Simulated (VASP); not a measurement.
Crystal: P.

```
P
1.0
     1.70240    0.98288    3.08738
    -1.70240    0.98288    3.08738
     0.00000   -1.96576    3.08738
P
2
Cartesian
  0.0000 0.0000 7.1589
  0.0000 0.0000 2.1033
```

Base run:

* Program: VASP 6.6.1
* Functional: PBEsol
* Potentials or basis: VASP PAW PBE potentials, release 64 (P)
* Cutoff: 520 eV
* k mesh: 9 × 9 × 9
* Occupations: fermi-dirac, width 0.05 eV
* Spin: no spin polarisation

Its results: band gap on the k mesh zero (band 5 reaches 10.08 eV, above the bottom of band 6 at 9.31 eV); pressure 2.1 GPa; largest force 0.498 eV/Å.

Problem. The run is repeated on the same cell with these changes: functional from PBEsol to LDA; potentials or basis from VASP PAW PBE potentials, release 64 (P) to VASP PAW LDA potentials, release 64 (P). What comes out?

Solution. Band gap on the k mesh zero (band 5 reaches 10.06 eV, above the bottom of band 6 at 9.29 eV); pressure 0.4 GPa; largest force 0.395 eV/Å.

Caveats: the PAW data sets were made with another functional, which shifts forces and pressure a little (some runs).
